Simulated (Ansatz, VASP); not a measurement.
**B4AsN3: VASP beside Ansatz**

POSCAR

```
B4AsN3
1.0
    2.7722964413      0.0000000000      0.0000000000
    0.0000000000      5.6249400240      0.0000000000
    0.0000000000      0.0000000000      3.9057175352
N B As
3 4 1
Direct
    0.0000000000      0.2241049818      0.0021797132
    0.5000000000      0.0000000000      0.5108461780
    0.0000000000      0.7758950182      0.0021797132
    0.5000000000      0.2096475653      0.7744670301
    0.0000000000      0.0000000000      0.2665037719
    0.5000000000      0.7903524347      0.7744670301
    0.0000000000      0.5000000000      0.1705778395
    0.5000000000      0.5000000000      0.4987787240
```

Contents of INCAR.step1:

```
SYSTEM = B4AsN3
PREC     = Accurate       ! precision mode
ENCUT    = 520            ! plane-wave cutoff, eV
ISMEAR   = -1             ! smearing method
SIGMA    = 0.02           ! smearing width, eV
LREAL    = .FALSE.        ! projectors in reciprocal space
LASPH    = .TRUE.         ! aspherical terms in the spheres
NELM     = 80             ! most SCF steps
NBANDS   = 26             ! bands
GGA      = PE             ! functional
ALGO     = Normal         ! electronic algorithm
EDIFF    = 1E-4           ! SCF threshold, eV
LWAVE    = .TRUE.         ! write WAVECAR
LCHARG   = .FALSE.        ! write CHGCAR
```

Contents of INCAR.step2:

```
SYSTEM = B4AsN3
PREC     = Accurate       ! precision mode
ENCUT    = 520            ! plane-wave cutoff, eV
EDIFF    = 1E-6           ! SCF threshold, eV
ISMEAR   = -1             ! smearing method
SIGMA    = 0.02           ! smearing width, eV
LREAL    = .FALSE.        ! projectors in reciprocal space
LASPH    = .TRUE.         ! aspherical terms in the spheres
NELM     = 80             ! most SCF steps
ALGO     = Normal         ! electronic algorithm
ISIF     = 2              ! what is computed and relaxed
LWAVE    = .FALSE.        ! write WAVECAR
LCHARG   = .TRUE.         ! write CHGCAR
METAGGA  = R2SCAN         ! meta-GGA
LMIXTAU  = .TRUE.       
LELF     = .TRUE.         ! ELF
LVHAR    = .TRUE.       
NBANDS   = 26             ! bands
ISTART   = 1
```

File KPOINTS:

```
Automatic mesh
0
G
  10 4 6
  0 0 0
```

Input for Ansatz:

```yaml
crystal:
  lattice:
    - [2.7722964413, 0.0, 0.0]
    - [0.0, 5.624940024, 0.0]
    - [0.0, 0.0, 3.9057175352]
  atoms:
    - { symbol: "N", position: [0.0, 0.2241049818, 0.0021797132] }
    - { symbol: B, position: [0.5, 0.2096475653, 0.7744670301] }
    - { symbol: "N", position: [0.5, 0.0, 0.510846178] }
    - { symbol: B, position: [0.0, 0.0, 0.2665037719] }
    - { symbol: "N", position: [0.0, 0.7758950182, 0.0021797132] }
    - { symbol: B, position: [0.5, 0.7903524347, 0.7744670301] }
    - { symbol: As, position: [0.5, 0.5, 0.498778724] }
    - { symbol: B, position: [0.0, 0.5, 0.1705778395] }
kpoints:
  mp_grid: { grid: [10, 4, 6] }
  band_path:
    path:
      - [0.0, 0.0, 0.0]
      - [0.5, 0.0, 0.0]
      - [0.5, 0.5, 0.0]
      - [0.0, 0.5, 0.0]
      - [0.0, 0.0, 0.5]
      - [0.5, 0.0, 0.5]
      - [0.5, 0.5, 0.5]
      - [0.0, 0.5, 0.5]
      - [0.0, 0.0, 0.1]
    npoints: 1
hamiltonian:
  xc: r2scan
scf:
  occupations: { method: fermi_dirac, width: 0.02 }
  n_extra_bands: 6
output:
  forces: true
  stress: true
  eigenvalues: true
```

Alike in both runs: task single point; functional r2SCAN; k mesh 10 × 4 × 6; occupations fermi-dirac, width 0.02 eV; no spin polarisation.

|  | VASP | Ansatz |
| --- | --- | --- |
| version | VASP 6.6.1 | Ansatz 0.2.0 |
| potentials or method | VASP PAW PBE potentials, release 64 (N, B, As) | plane waves, PAW |
| plane-wave cutoff (eV) | 520 | 500 |
| valence electrons in the cell | 32 | 42 |

|  | VASP | Ansatz | Ansatz less VASP |
| --- | --- | --- | --- |
| pressure (GPa) | 1.0 | 0.0 | -1.05 |
| rms of the force components (eV/Å) | 0.035 | 0.002 | -0.0323 |

VASP's potentials were made for PBE, not for r2SCAN. With one functional, cell and mesh, what is left measures potentials, basis and numerics. VASP's potentials hold 32 valence electrons a cell and Ansatz's 42, so a difference there can come from the potentials and not from the codes.
